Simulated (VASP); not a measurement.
# AlNi (Pm-3m) in VASP: a series of runs

Runs on AlNi. Level: PBE. Tasks: single point.

Everything below comes from runs of VASP 6.6.1. Logs are shortened: lines on timing, memory, paths and dates and some standing lists are left out, and cuts for length are marked.

**1. The cell of the first run**

It takes space group Pm-3m (No. 221, cubic). The conventional cell has a = 2.881 Å, b = 2.881 Å, c = 2.881 Å, α = 90.00°, β = 90.00°, γ = 90.00°. Al (site symmetry m-3m) has 8 Ni at 2.50 Å and 6 Al at 2.88 Å within 3.3 Å. Within 3.3 Å of Ni (site symmetry m-3m) lie 8 Al at 2.50 Å and 6 Ni at 2.88 Å.

**2. Single point, PBE, collinear spin, ferromagnetic start**

The input, INCAR:

```
SYSTEM = AlNi
PREC = Accurate
ENCUT = 520
EDIFF = 1E-7
ISMEAR = 0
SIGMA = 0.3
LREAL = .FALSE.
LASPH = .TRUE.
NELM = 150
ALGO = Normal
ISIF = 2
LWAVE = .FALSE.
LCHARG = .FALSE.
ISPIN = 2
MAGMOM = 0 1.5
LORBIT = 11
LMAXMIX = 4
GGA = PE
NBANDS = 18
```

The input, KPOINTS:

```
Automatic mesh
0
G
  10 10 10
  0 0 0
```

The input, POSCAR:

```
AlNi
1.0
    2.8810000000      0.0000000000      0.0000000000
    0.0000000000      2.8810000000      0.0000000000
    0.0000000000      0.0000000000      2.8810000000
Al Ni
1 1
Direct
    0.0000000000      0.0000000000      0.0000000000
    0.5000000000      0.5000000000      0.5000000000
```

Potentials or basis: VASP PAW PBE potentials, release 64 (Al, Ni).

Run with:

```bash
$ cat potpaw_PBE.64/Al/POTCAR potpaw_PBE.64/Ni/POTCAR > POTCAR
$ mpirun -np 1 vasp_std > vasp.out
```

OUTCAR:

```text
SYSTEM = AlNi
   PREC = Accurate
   ENCUT = 520
   EDIFF = 1E-7
   ISMEAR = 0
   LREAL = .FALSE.
   LASPH = .TRUE.
   NELM = 150
   ISIF = 2
   ISPIN = 2
   LORBIT = 11
   GGA = PE

 ion  position               nearest neighbor table
   1  0.000  0.000  0.000-   2 2.50   2 2.50   2 2.50   2 2.50   2 2.50   2 2.50   2 2.50   2 2.50

   2  0.500  0.500  0.500-   1 2.50   1 2.50   1 2.50   1 2.50   1 2.50   1 2.50   1 2.50   1 2.50

  LATTYP: Found a simple cubic cell.
 ALAT       =     2.8810000000

  Lattice vectors:

 A1 = (   2.8810000000,   0.0000000000,   0.0000000000)
 A2 = (   0.0000000000,   2.8810000000,   0.0000000000)
 A3 = (   0.0000000000,   0.0000000000,   2.8810000000)

Analysis of symmetry for initial positions (statically):
=====================================================================
 Subroutine PRICEL returns:
 Original cell was already a primitive cell.

 Routine SETGRP: Setting up the symmetry group for a
 simple cubic supercell.

 Subroutine GETGRP returns: Found 48 space group operations
 (whereof 48 operations were pure point group operations)
 out of a pool of 48 trial point group operations.

The static configuration has the point symmetry O_h .

Analysis of symmetry for dynamics (positions and initial velocities):
=====================================================================
 Subroutine PRICEL returns:
 Original cell was already a primitive cell.

 Routine SETGRP: Setting up the symmetry group for a
 simple cubic supercell.

 Subroutine GETGRP returns: Found 48 space group operations
 (whereof 48 operations were pure point group operations)
 out of a pool of 48 trial point group operations.

The dynamic configuration has the point symmetry O_h .

Analysis of structural, dynamic, and magnetic symmetry:
=====================================================================
 Subroutine PRICEL returns:
 Original cell was already a primitive cell.

 Routine SETGRP: Setting up the symmetry group for a
 simple cubic supercell.

 Subroutine GETGRP returns: Found 48 space group operations
 (whereof 48 operations were pure point group operations)
 out of a pool of 48 trial point group operations.

The overall configuration has the point symmetry O_h .

 Subroutine INISYM returns: Found 48 space group operations
 (whereof 48 operations are pure point group operations),
 and found     1 'primitive' translations

----------------------------------------------------------------------------------------

                                     Primitive cell

  volume of cell :      23.9128

  direct lattice vectors                    reciprocal lattice vectors
     2.881000000  0.000000000  0.000000000     0.347101701  0.000000000  0.000000000
     0.000000000  2.881000000  0.000000000     0.000000000  0.347101701  0.000000000
     0.000000000  0.000000000  2.881000000     0.000000000  0.000000000  0.347101701

  length of vectors
     2.881000000  2.881000000  2.881000000     0.347101701  0.347101701  0.347101701

  position of ions in fractional coordinates (direct lattice)
     0.000000000  0.000000000  0.000000000
     0.500000000  0.500000000  0.500000000

  ion indices of the primitive-cell ions
   primitive index   ion index
                 1           1
                 2           2

----------------------------------------------------------------------------------------

 KPOINTS: Automatic mesh

Automatic generation of k-mesh.
 Grid dimensions read from file:
 generate k-points for:   10   10   10

 Generating k-lattice:

  Cartesian coordinates                     Fractional coordinates (reciprocal lattice)
     0.034710170  0.000000000  0.000000000     0.100000000  0.000000000  0.000000000
     0.000000000  0.034710170  0.000000000     0.000000000  0.100000000  0.000000000
     0.000000000  0.000000000  0.034710170     0.000000000  0.000000000  0.100000000

  Length of vectors
     0.034710170  0.034710170  0.034710170

  Shift w.r.t. Gamma in fractional coordinates (k-lattice)
     0.000000000  0.000000000  0.000000000

 Subroutine IBZKPT returns following result:
 ===========================================

 Found     56 irreducible k-points:

 Following reciprocal coordinates:
            Coordinates               Weight
  0.000000  0.000000  0.000000      1.000000
  0.100000  0.000000  0.000000      6.000000
  0.200000  0.000000  0.000000      6.000000
  0.300000  0.000000  0.000000      6.000000
  0.400000  0.000000  0.000000      6.000000
  0.500000  0.000000  0.000000      3.000000
[... 16 lines left out ...]
  0.200000  0.100000  0.100000     24.000000
  0.300000  0.100000  0.100000     24.000000
 [... further k-points ...]
   k-points           NKPTS =     56   k-points in BZ     NKDIM =     56   number of bands    NBANDS=     18
   number of dos      NEDOS =    301   number of ions     NIONS =      2
   total plane-waves  NPLWV =  13824
   dimension x,y,z NGX =    24 NGY =   24 NGZ =   24
   dimension x,y,z NGXF=    48 NGYF=   48 NGZF=   48
   ions per type =               1   1
   NGX,Y,Z   is equivalent  to a cutoff of  13.85, 13.85, 13.85 a.u.
   NGXF,Y,Z  is equivalent  to a cutoff of  27.70, 27.70, 27.70 a.u.
 SYSTEM =  AlNi
   PREC   = accura    normal or accurate (medium, high low for compatibility)
   ISTART =      0    job   : 0-new  1-cont  2-samecut
   ICHARG =      2    charge: 1-file 2-atom 10-const
   ISPIN  =      2    spin polarized calculation?
   LNONCOLLINEAR =      F non collinear calculations
   LSORBIT =      F    spin-orbit coupling
   LASPH  =      T    aspherical Exc in radial PAW
   ENCUT  =  520.0 eV  38.22 Ry    6.18 a.u.   5.36  5.36  5.36*2*pi/ulx,y,z
   NELM   =    150;   NELMIN=  2; NELMDL= -5     # of ELM steps
   EDIFF  = 0.1E-06   stopping-criterion for ELM
   LREAL  =      F    real-space projection
   EDIFFG = 0.1E-05   stopping-criterion for IOM
   NSW    =      0    number of steps for IOM
   IBRION =     -1    ionic relax: 0-MD 1-quasi-New 2-CG
   NFREE  =      0    steps in history (QN), initial steepest desc. (CG)
   ISIF   =      2    stress and relaxation
   ISYM   =      2    0-nonsym 1-usesym 2-fastsym
   POTIM  = 0.5000    time-step for ionic-motion
   TEBEG  =    0.0;   TEEND  =   0.0 temperature during run
   PSTRESS=    0.0 pullay stress
   NELECT =      13.0000    total number of electrons
   NUPDOWN=      -1.0000    fix difference up-down
   EMIN   =  10.00;   EMAX   =-10.00  energy-range for DOS
   EFERMI =   0.00;   METHOD = LEGACY
   ISMEAR =     0;   SIGMA  =   0.30  broadening in eV -4-tet -1-fermi 0-gaus
   EFERMI_NEDOS =   21; number of points for ismear=-14 and -15
   IALGO  =     38    algorithm
   IMIX   =      4    mixing-type and parameters
     AMIX     =   0.40;   BMIX     =  1.00
     AMIX_MAG =   1.60;   BMIX_MAG =  1.00
  volume/ion in A,a.u.               =      11.96        80.69
  Fermi-wavevector in a.u.,A,eV,Ry     =   1.336122  2.524904 24.289410  1.785221
  Thomas-Fermi vector in A             =   2.464773
   LORBIT       =     11    0 simple, 1 ext, 2 COOP (PROOUT), +10 PAW based schemes
   GGA     = PE    functional components
   LHFCALC =     F    Hartree Fock is set to
   AEXX    =    0.0000 exact exchange contribution
   IVDW    =     0    specifies the selected vdW correction
   LEPSILON=     F    determine dielectric tensor
   LRPA    =     F    only Hartree local field effects (RPA)
 spin polarized calculation
 Gauss-broadening in eV      SIGMA  =   0.30
  energy-cutoff  :      520.00
  volume of cell :       23.91
 maximum number of plane-waves:       661
 NGX is ok and might be reduce to    24
   NGX = 11   NGY = 11   NGZ = 11

 number of electron      13.0000015 magnetization      -0.0000157

 number of electron      13.0000015 magnetization       0.0000146

 Free energy of the ion-electron system (eV)
  ---------------------------------------------------
  ext. energy  EPLUGINS =         0.00000000
  ---------------------------------------------------
  free energy    TOTEN  =       -10.55701339 eV

  energy without entropy =      -10.52321544  energy(sigma->0) =      -10.54011442

 E-fermi :  10.0437     XC(G=0): -12.0484

 val. band max:       10.0159763884   @ k =   0.4000   0.4000   0.2000
 cond. band min:      10.1104455856   @ k =   0.4000   0.3000   0.2000
 fundamental gap:      0.0944691972
 Fermi energy:        10.0436574324

 spin component 1

 k-point     1 :       0.0000    0.0000    0.0000
  band No.  band energies     occupation
      1      -1.1118      1.00000
      2       6.7977      1.00000
      3       6.7977      1.00000
      4       8.4822      1.00000
      5       8.4822      1.00000
      6       8.4822      1.00000
[... 10 lines left out ...]
     17      33.3675      0.00000
     18      33.3675      0.00000
[... 463 lines left out ...]
 k-point    24 :       0.3000    0.1000    0.1000
  band No.  band energies     occupation
      1       0.8577      1.00000
      2       6.1803      1.00000
      3       7.1181      1.00000
      4       7.8922      1.00000
      5       7.9725      1.00000
      6       8.3962      1.00000
[... 10 lines left out ...]
     17      31.0594      0.00000
     18      35.3400      0.00000

 [... further k-points ...]

 spin component 2

 k-point     1 :       0.0000    0.0000    0.0000
  band No.  band energies     occupation
      1      -1.1118      1.00000
      2       6.7977      1.00000
      3       6.7977      1.00000
      4       8.4822      1.00000
      5       8.4822      1.00000
      6       8.4822      1.00000
[... 10 lines left out ...]
     17      33.3675      0.00000
     18      33.3675      0.00000
[... 463 lines left out ...]
 k-point    24 :       0.3000    0.1000    0.1000
  band No.  band energies     occupation
      1       0.8576      1.00000
      2       6.1803      1.00000
      3       7.1181      1.00000
      4       7.8922      1.00000
      5       7.9724      1.00000
      6       8.3962      1.00000
[... 10 lines left out ...]
     17      31.0593      0.00000
     18      35.3400      0.00000

 [... further k-points ...]
[... 5 lines left out ...]
  --------------------------------------------------------------------------------------
  -------------------------------------------------------------------------------------
  Total        0.3107221      0.3107221      0.3107221     -0.0000000     -0.0000000      0.0000000
  in kB       20.8186698     20.8186698     20.8186698     -0.0000000     -0.0000000      0.0000000
  external PRESSURE =      20.8186698 kB  Pullay stress =       0.0000000 kB

 VOLUME and BASIS-vectors are now :
 -----------------------------------------------------------------------------
  energy-cutoff  :      520.00
  volume of cell :       23.91
      direct lattice vectors                 reciprocal lattice vectors
     2.881000000  0.000000000  0.000000000     0.347101701  0.000000000  0.000000000
     0.000000000  2.881000000  0.000000000     0.000000000  0.347101701  0.000000000
     0.000000000  0.000000000  2.881000000     0.000000000  0.000000000  0.347101701

 POSITION                                       TOTAL-FORCE (eV/Angst)
 -----------------------------------------------------------------------------------
      0.00000      0.00000      0.00000         0.000000      0.000000      0.000000
      1.44050      1.44050      1.44050         0.000000      0.000000      0.000000
 -----------------------------------------------------------------------------------
    total drift:                                0.000000      0.000000     -0.000000

  FREE ENERGIE OF THE ION-ELECTRON SYSTEM (eV)
  ---------------------------------------------------
  free  energy   TOTEN  =       -10.5570133935 eV

  energy  without entropy=      -10.5232154417  energy(sigma->0) =      -10.54011442

 total charge

# of ion       s       p       d       tot
------------------------------------------
    1        0.384   0.414   0.000   0.798
    2        0.475   0.517   8.474   9.465
--------------------------------------------------
tot          0.859   0.930   8.474  10.262

 magnetization (x)

# of ion       s       p       d       tot
------------------------------------------
    1       -0.000  -0.000   0.000  -0.000
    2        0.000  -0.000  -0.000  -0.000
--------------------------------------------------
tot         -0.000  -0.000  -0.000  -0.000
```

Wall time 60 s (1 thread of Intel Xeon 6975P-C, shared host); peak memory 0.17 GiB.

Results:

| Property | Result |
| --- | --- |
| Free energy | -10.5570 eV |
| Pressure | 2.1 GPa |
| Net moment | 0.00 μB per cell |
| Valence electrons inside the program's atomic spheres | Al 0.80; Ni 9.46 |

Levels at points of the mesh, in eV from the Fermi level:
Spin up:
| k point | band 2 | band 3 | band 4 | band 5 | band 6 | band 7 | band 8 | band 9 | band 10 | band 11 |
| --- | --- | --- | --- | --- | --- | --- | --- | --- | --- | --- |
| (0.00, 0.00, 0.00) | -3.25 | -3.25 | -1.56 | -1.56 | -1.56 | 5.48 | 5.48 | 5.48 | 8.11 | 8.11 |
| (0.50, 0.00, 0.00) | -6.79 | -2.77 | -2.26 | -2.26 | -1.47 | -0.67 | 8.26 | 10.00 | 10.00 | 10.87 |
| (0.50, 0.50, 0.00) | -3.38 | -2.90 | -2.90 | -2.09 | -2.09 | -1.03 | 1.46 | 2.45 | 12.26 | 15.12 |
| (0.50, 0.50, 0.50) | -4.11 | -4.11 | -1.00 | -1.00 | 1.99 | 1.99 | 1.99 | 3.67 | 4.42 | 4.42 |
Spin down:
| k point | band 3 | band 4 | band 5 | band 6 | band 7 | band 8 | band 9 | band 10 |
| --- | --- | --- | --- | --- | --- | --- | --- | --- |
| (0.00, 0.00, 0.00) | -3.25 | -1.56 | -1.56 | -1.56 | 5.48 | 5.48 | 5.48 | 8.11 |
| (0.50, 0.00, 0.00) | -2.77 | -2.26 | -2.26 | -1.47 | -0.67 | 8.26 | 10.00 | 10.00 |
| (0.50, 0.50, 0.00) | -2.90 | -2.90 | -2.09 | -2.09 | -1.03 | 1.46 | 2.45 | 12.26 |
| (0.50, 0.50, 0.50) | -4.11 | -1.00 | -1.00 | 1.99 | 1.99 | 1.99 | 3.67 | 4.42 |

Caveat: the starting moments collapsed, and a magnetic state may lie lower.

(Part 1 of 2 ends here.)
